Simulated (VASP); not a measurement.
# FeO (Fm-3m) in VASP: single point with PBEsol+U

Aim: the single point of FeO with PBEsol+U.

Program: VASP 6.6.1. These are calculated values, not measurements. Logs are shortened: lines on timing, memory, paths and dates and some standing lists are left out, and cuts for length are marked.

## Step 1: The cell of the first run

The structure is cubic, space group Fm-3m (No. 225). Conventional cell: a = 4.311 Å, b = 4.311 Å, c = 4.311 Å, α = 90.00°, β = 90.00°, γ = 90.00°. Fe (site symmetry m-3m) has 6 O at 2.16 Å within 2.9 Å. O (site symmetry m-3m) has 6 Fe at 2.16 Å within 2.9 Å.

## Step 2: Single point, PBEsol+U, collinear spin, ferromagnetic start

INCAR reads:

```
SYSTEM = FeO
ALGO = Normal
EDIFF = 1E-6
ENCUT = 1340
GGA = PS
GGA_COMPAT = .FALSE.
ISIF = 2
ISMEAR = 0
ISPIN = 2
LASPH = .TRUE.
LCHARG = .FALSE.
LDAU = .TRUE.
LDAUJ = 0 0
LDAUL = 2 -1
LDAUPRINT = 1
LDAUTYPE = 2
LDAUU = 5 0
LMAXMIX = 4
LORBIT = 11
LREAL = .FALSE.
LWAVE = .FALSE.
MAGMOM = 4 0
NBANDS = 22
NELM = 200
PREC = Accurate
SIGMA = 0.05
```

KPOINTS reads:

```
k-points
0
G
  8 8 8
  0 0 0
```

POSCAR reads:

```
FeO
1.0
    0.0000000000      2.1554001600      2.1554001600
    2.1554001600      0.0000000000      2.1554001600
    2.1554001600      2.1554001600      0.0000000000
Fe O
1 1
Direct
    0.0000000000      0.0000000000      0.0000000000
    0.5000000000      0.5000000000      0.5000000000
```

Potentials or basis: VASP PAW PBE potentials, release 64 (Fe_sv, O_h).

On the command line:

```console
$ cat potpaw_PBE.64/Fe_sv/POTCAR potpaw_PBE.64/O_h/POTCAR > POTCAR
$ mpirun -np 1 vasp_std > vasp.out
```

OUTCAR:

```text
SYSTEM = FeO
   EDIFF = 1E-6
   ENCUT = 1340
   GGA = PS
   ISIF = 2
   ISMEAR = 0
   ISPIN = 2
   LASPH = .TRUE.
   LORBIT = 11
   LREAL = .FALSE.
   NELM = 200
   PREC = Accurate

 ion  position               nearest neighbor table
   1  0.000  0.000  0.000-
   2  0.500  0.500  0.500-

  LATTYP: Found a face centered cubic cell.
 ALAT       =     4.3108003200

  Lattice vectors:

 A1 = (   0.0000000000,   2.1554001600,   2.1554001600)
 A2 = (   2.1554001600,   0.0000000000,   2.1554001600)
 A3 = (   2.1554001600,   2.1554001600,   0.0000000000)

Analysis of symmetry for initial positions (statically):
=====================================================================
 Subroutine PRICEL returns:
 Original cell was already a primitive cell.

 Routine SETGRP: Setting up the symmetry group for a
 face centered cubic supercell.

 Subroutine GETGRP returns: Found 48 space group operations
 (whereof 48 operations were pure point group operations)
 out of a pool of 48 trial point group operations.

The static configuration has the point symmetry O_h .

Analysis of symmetry for dynamics (positions and initial velocities):
=====================================================================
 Subroutine PRICEL returns:
 Original cell was already a primitive cell.

 Routine SETGRP: Setting up the symmetry group for a
 face centered cubic supercell.

 Subroutine GETGRP returns: Found 48 space group operations
 (whereof 48 operations were pure point group operations)
 out of a pool of 48 trial point group operations.

The dynamic configuration has the point symmetry O_h .

Analysis of structural, dynamic, and magnetic symmetry:
=====================================================================
 Subroutine PRICEL returns:
 Original cell was already a primitive cell.
[... 165 lines left out ...]
 -0.0000  0.2622 -0.0000 -0.0000 -0.0000
 -0.0000 -0.0000  0.0678  0.0000 -0.0000
 -0.0000 -0.0000  0.0000  0.2622  0.0000
  0.0000 -0.0000 -0.0000  0.0000  0.0678

 occupancies and eigenvectors

  o =  0.0678  v =  0.0000  0.0000  0.0000  0.0000  0.0000  0.0000 -0.0000 -1.0000 -0.0000  0.0044      0.0000  0.0000  0.0000  0.0000  0.0000  0.0000  0.0000  0.0000  0.0000  0.0000
  o =  0.0678  v =  0.0000  0.0000  0.0000  0.0000  0.0000  0.0000 -0.0000 -0.0044  0.0000 -1.0000      0.0000  0.0000  0.0000  0.0000  0.0000  0.0000  0.0000  0.0000  0.0000  0.0000
  o =  0.2622  v =  0.0000  0.0000  0.0000  0.0000  0.0000  1.0000  0.0000  0.0000  0.0000  0.0000      0.0000  0.0000  0.0000  0.0000  0.0000  0.0000  0.0000  0.0000  0.0000  0.0000
  o =  0.2622  v =  0.0000  0.0000  0.0000  0.0000  0.0000  0.0000 -0.9871 -0.0000 -0.1600  0.0000      0.0000  0.0000  0.0000  0.0000  0.0000  0.0000  0.0000  0.0000  0.0000  0.0000
  o =  0.2622  v =  0.0000  0.0000  0.0000  0.0000  0.0000  0.0000  0.1600 -0.0000 -0.9871 -0.0000      0.0000  0.0000  0.0000  0.0000  0.0000  0.0000  0.0000  0.0000  0.0000  0.0000
  o =  0.9067  v =  0.0000  0.2360 -0.0000 -0.9717 -0.0000  0.0000  0.0000  0.0000  0.0000  0.0000      0.0000  0.0000  0.0000  0.0000  0.0000  0.0000  0.0000  0.0000  0.0000  0.0000
  o =  0.9067  v =  1.0000  0.0000  0.0000  0.0000  0.0000  0.0000  0.0000  0.0000  0.0000  0.0000      0.0000  0.0000  0.0000  0.0000  0.0000  0.0000  0.0000  0.0000  0.0000  0.0000
  o =  0.9067  v =  0.0000  0.9717  0.0000  0.2360  0.0000  0.0000  0.0000  0.0000  0.0000  0.0000      0.0000  0.0000  0.0000  0.0000  0.0000  0.0000  0.0000  0.0000  0.0000  0.0000
  o =  0.9373  v =  0.0000 -0.0000 -0.0262 -0.0000  0.9997  0.0000  0.0000  0.0000  0.0000  0.0000      0.0000  0.0000  0.0000  0.0000  0.0000  0.0000  0.0000  0.0000  0.0000  0.0000
  o =  0.9373  v =  0.0000 -0.0000  0.9997 -0.0000  0.0262  0.0000  0.0000  0.0000  0.0000  0.0000      0.0000  0.0000  0.0000  0.0000  0.0000  0.0000  0.0000  0.0000  0.0000  0.0000

 number of electron      22.0000004 magnetization       4.0041195

 Free energy of the ion-electron system (eV)
  ---------------------------------------------------
  ext. energy  EPLUGINS =         0.00000000
  ---------------------------------------------------
  free energy    TOTEN  =       -13.05153712 eV

  energy without entropy =      -13.05042162  energy(sigma->0) =      -13.05097937

 E-fermi :  10.9686     XC(G=0): -12.7763

 val. band max:       10.9322669111   @ k =  -0.3750   0.2500   0.0000
 cond. band min:      11.0295739893   @ k =   0.2500   0.1250   0.0000
 fundamental gap:      0.0973070782
 Fermi energy:        10.9686033877

 spin component 1

 k-point     1 :       0.0000    0.0000    0.0000
  band No.  band energies     occupation
      1     -79.8590      1.00000
      2     -46.0085      1.00000
      3     -46.0085      1.00000
      4     -46.0085      1.00000
      5     -10.4327      1.00000
      6       4.1527      1.00000
[... 1193 lines left out ...]
     21      36.6932      0.00000
     22      38.5480      0.00000

 [... further k-points ...]
[... 5 lines left out ...]
  --------------------------------------------------------------------------------------
  -------------------------------------------------------------------------------------
  Total       -0.9127427     -0.9127427     -0.9127427      0.0000000      0.0000000     -0.0000000
  in kB      -73.0205686    -73.0205686    -73.0205686      0.0000000      0.0000000     -0.0000000
  external PRESSURE =     -73.0205686 kB  Pullay stress =       0.0000000 kB

 VOLUME and BASIS-vectors are now :
 -----------------------------------------------------------------------------
  energy-cutoff  :     1340.00
  volume of cell :       20.03
      direct lattice vectors                 reciprocal lattice vectors
     0.000000000  2.155400160  2.155400160    -0.231975486  0.231975486  0.231975486
     2.155400160  0.000000000  2.155400160     0.231975486 -0.231975486  0.231975486
     2.155400160  2.155400160  0.000000000     0.231975486  0.231975486 -0.231975486

 POSITION                                       TOTAL-FORCE (eV/Angst)
 -----------------------------------------------------------------------------------
      0.00000      0.00000      0.00000         0.000000     -0.000000      0.000000
      2.15540      2.15540      2.15540        -0.000000      0.000000     -0.000000
 -----------------------------------------------------------------------------------
    total drift:                                0.000000      0.000000      0.000000

  FREE ENERGIE OF THE ION-ELECTRON SYSTEM (eV)
  ---------------------------------------------------
  free  energy   TOTEN  =       -13.0515371205 eV

  energy  without entropy=      -13.0504216164  energy(sigma->0) =      -13.05097937

 total charge

# of ion       s       p       d       tot
------------------------------------------
    1        2.108   6.001   5.493  13.602
    2        1.029   2.306   0.000   3.335
--------------------------------------------------
tot          3.138   8.307   5.493  16.937

 magnetization (x)

# of ion       s       p       d       tot
------------------------------------------
    1        0.014   0.010   3.662   3.687
    2        0.023   0.142   0.000   0.165
--------------------------------------------------
tot          0.037   0.152   3.662   3.851
```

OSZICAR:

```text
N       E                     dE             d eps       ncg     rms          rms(c)
DAV:   1     0.438067175744E+03    0.43807E+03   -0.20799E+04  2552   0.251E+03
DAV:   2     0.245253326418E+02   -0.41354E+03   -0.38581E+03  2622   0.630E+02
DAV:   3    -0.130751321486E+02   -0.37600E+02   -0.36003E+02  3098   0.196E+02
DAV:   4    -0.143681587733E+02   -0.12930E+01   -0.12876E+01  2956   0.372E+01
DAV:   5    -0.143979032795E+02   -0.29745E-01   -0.29740E-01  3078   0.662E+00    0.156E+01
DAV:   6    -0.127873894665E+02    0.16105E+01   -0.14616E+01  3926   0.582E+01    0.253E+01
DAV:   7    -0.130841600214E+02   -0.29677E+00   -0.15211E+00  3322   0.245E+01    0.118E+01
DAV:   8    -0.130581068635E+02    0.26053E-01   -0.18411E-01  3712   0.551E+00    0.564E+00
DAV:   9    -0.130504601705E+02    0.76467E-02   -0.32575E-02  2940   0.272E+00    0.109E+00
DAV:  10    -0.130510278400E+02   -0.56767E-03   -0.23867E-03  3318   0.550E-01    0.221E-01
DAV:  11    -0.130514643412E+02   -0.43650E-03   -0.23735E-04  2938   0.171E-01    0.955E-02
DAV:  12    -0.130515310895E+02   -0.66748E-04   -0.40618E-05  3132   0.828E-02    0.341E-02
DAV:  13    -0.130515370132E+02   -0.59238E-05   -0.65769E-06  3132   0.299E-02    0.981E-03
DAV:  14    -0.130515371205E+02   -0.10722E-06   -0.69103E-07  1932   0.131E-02
   1 F= -.13051537E+02 E0= -.13050979E+02  d E =-.111550E-02  mag=     4.0039
```

Run time: 74 s. Hardware: 1 thread of Intel Xeon Platinum 8488C (Sapphire Rapids), shared host; peak memory 0.28 GiB.

What came out:

- Free energy: -13.0515 eV
- Pressure: -7.3 GPa
- Band gap on the k mesh: zero (filled and empty bands overlap)
- Net moment: 4.00 μB per cell
- Site moments: Fe +3.69; O +0.17 μB
- Valence electrons inside the program's atomic spheres: Fe 13.60; O 3.33

Levels at points of the mesh, in eV from the Fermi level:
Spin up:
```csv
k point,band 9,band 10,band 11,band 12,band 13,band 14,band 15,band 16,band 17,band 18
"(0.00, 0.00, 0.00)",-6.78,-6.78,-4.53,-4.53,-4.53,-0.85,14.24,15.41,15.41,15.41
"(0.50, 0.00, 0.00)",-6.10,-6.10,-5.08,-2.22,-2.22,3.04,7.54,11.41,11.41,18.05
"(0.50, 0.50, 0.00)",-5.89,-5.85,-5.85,-5.74,-5.74,4.18,7.85,9.09,13.69,13.69
```
Spin down:
| k point | band 5 | band 6 | band 7 | band 8 | band 9 | band 10 | band 11 | band 12 | band 13 | band 14 |
| --- | --- | --- | --- | --- | --- | --- | --- | --- | --- | --- |
| (0.00, 0.00, 0.00) | -21.02 | -4.12 | -4.12 | -4.12 | -0.77 | -0.77 | -0.77 | -0.22 | 1.05 | 1.05 |
| (0.50, 0.00, 0.00) | -19.77 | -8.95 | -5.71 | -5.71 | 0.51 | 0.51 | 0.58 | 3.36 | 3.49 | 3.49 |
| (0.50, 0.50, 0.00) | -19.73 | -7.88 | -5.33 | -5.33 | -2.39 | 0.89 | 0.89 | 1.70 | 2.01 | 5.52 |

Eigenvalues of the final occupation matrices:
```tsv
site	spin	trace	eigenvalues
site 1 d	1	4.59	0.91 0.91 0.91 0.94 0.94
site 1 d	2	0.92	0.07 0.07 0.26 0.26 0.26
```

Caveat: the cell stands under tension; the PAW data sets were made with another functional, which shifts forces and pressure a little; a cell with one magnetic atom can't hold antiferromagnetic order, which such compounds often take.

The gap in the log of VASP goes by the Fermi energy; the results here count the filled bands.